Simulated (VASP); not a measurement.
Input of a VASP 6.6.1 run:

The input INCAR:

```
PREC = Accurate
ENCUT = 520
EDIFF = 1E-7
ISMEAR = 0
SIGMA = 0.1
LREAL = Auto
LASPH = True
NELM = 80
ALGO = Fast
ISIF = 2
LWAVE = False
LCHARG = False
GGA = PS
NBANDS = 96
```

The input KPOINTS:

```
regular mesh
0
Gamma
  8 8 8
```

Contents of POSCAR:

```
Si3Mo5
1.0
   -4.8021251326      4.8021251326      2.4353852782
    4.8021251326     -4.8021251326      2.4353852782
    4.8021251326      4.8021251326     -2.4353852782
Si Mo
6 10
Direct
    0.2500000000      0.2500000000      0.0000000000
    0.7500000000      0.7500000000      0.0000000000
    0.6674938244      0.1674938244      0.8349876487
    0.1674938244      0.3325061756      0.5000000000
    0.3325061756      0.8325061756      0.1650123513
    0.8325061756      0.6674938244      0.5000000000
    0.7500000000      0.2500000000      0.5000000000
    0.2500000000      0.7500000000      0.5000000000
    0.2242994300      0.0765949326      0.3008943626
    0.0765949326      0.7757005700      0.8522955026
    0.7757005700      0.9234050674      0.6991056374
    0.9234050674      0.2242994300      0.1477044974
    0.2757005700      0.5765949326      0.8522955026
    0.4234050674      0.2757005700      0.6991056374
    0.7242994300      0.4234050674      0.1477044974
    0.5765949326      0.7242994300      0.3008943626
```

Potentials or basis: VASP PAW PBE potentials, release 64 (Si, Mo_sv).

Launch:

```console
$ cat potpaw_PBE.64/Si/POTCAR potpaw_PBE.64/Mo_sv/POTCAR > POTCAR
$ mpirun -np 1 vasp_std > vasp.out
```

Question: Estimate the largest force.

Answer: 0.003 eV/Å.

Question: What does it give for the pressure?

Answer: 0.4 GPa.

Question: Estimate the band gap on the k mesh.

Answer: Zero (bands 82 and 83 overlap by 0.75 eV).

Forces in eV/Å, atoms in the order of the input:
```
Si   0.000  0.000  0.000
Si   0.000  0.000  0.000
Si   0.002  0.002  0.000
Si  -0.002  0.002  0.000
Si  -0.002 -0.002  0.000
Si   0.002 -0.002  0.000
Mo   0.000  0.000  0.000
Mo   0.000  0.000  0.000
Mo   0.001  0.001  0.000
Mo  -0.001  0.001  0.000
Mo  -0.001 -0.001  0.000
Mo   0.001 -0.001  0.000
Mo   0.001 -0.001  0.000
Mo  -0.001 -0.001  0.000
Mo  -0.001  0.001  0.000
Mo   0.001  0.001  0.000
```

Caveat: the PAW data sets were made with another functional, which shifts forces and pressure a little.
